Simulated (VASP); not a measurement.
Wanted: the native input for a VASP 6.6.1 run.

* Task: single point
* Functional: PBE
* Potentials or basis: VASP PAW PBE potentials, release 64 (Mg, I)
* Cutoff: 520 eV
* k mesh: 6 × 6 × 4
* Occupations: gaussian, width 0.05 eV
* Spin: no spin polarisation
* Dipole correction: no
* Further INCAR settings: ALGO = Normal; EDIFF = 1e-06; NBANDS = 15

The structure of MgI2 lies in POSCAR:

```
MgI2
1.0
    4.1154617896      0.0000000000      0.0000000000
   -2.0577308948      3.5640944581      0.0000000000
    0.0000000000      0.0000000000      7.6413829923
Mg I
1 2
Direct
    0.0000000000      0.0000000000      0.0000000000
    0.3333333333      0.6666666667      0.8050686935
    0.6666666667      0.3333333333      0.1949313065
```

These files were run (other wordings do the same):

INCAR

```
PREC = Accurate ; ENCUT = 520
EDIFF = 1E-6 ; ISMEAR = 0
SIGMA = 0.05 ; LREAL = False
LASPH = True ; NELM = 80
ALGO = Normal ; ISIF = 2
LWAVE = False ; LCHARG = True
GGA = PE ; LELF = True
LVHAR = True ; NBANDS = 15
```

KPOINTS

```
Automatic mesh
0
Gamma
  6 6 4
```

Potentials or basis: VASP PAW PBE potentials, release 64 (Mg, I).

Command:

```bash
$ cat potpaw_PBE.64/Mg/POTCAR potpaw_PBE.64/I/POTCAR > POTCAR
$ mpirun -np 1 vasp_std > vasp.out
```

It gave:

| Quantity | Value |
| --- | --- |
| Pressure | 4.6 GPa |
| Largest force | 1.276 eV/Å |
| Band gap on the k mesh | 3.77 eV, indirect (least direct gap 4.20 eV) |

Caveat: spin-orbit coupling is left out, which moves the levels of the heavy elements; this functional lacks dispersion, which binds the layers, so the pressure and a relaxed spacing across them are unreliable; forces of over 1 eV/Å act on the atoms, so gaps and moduli don't describe the material at rest.

It took 16 s on 1 thread of Intel(R) Xeon(R) 6975P-C (Granite Rapids), with other jobs on the host, peak memory 0.24 GiB.
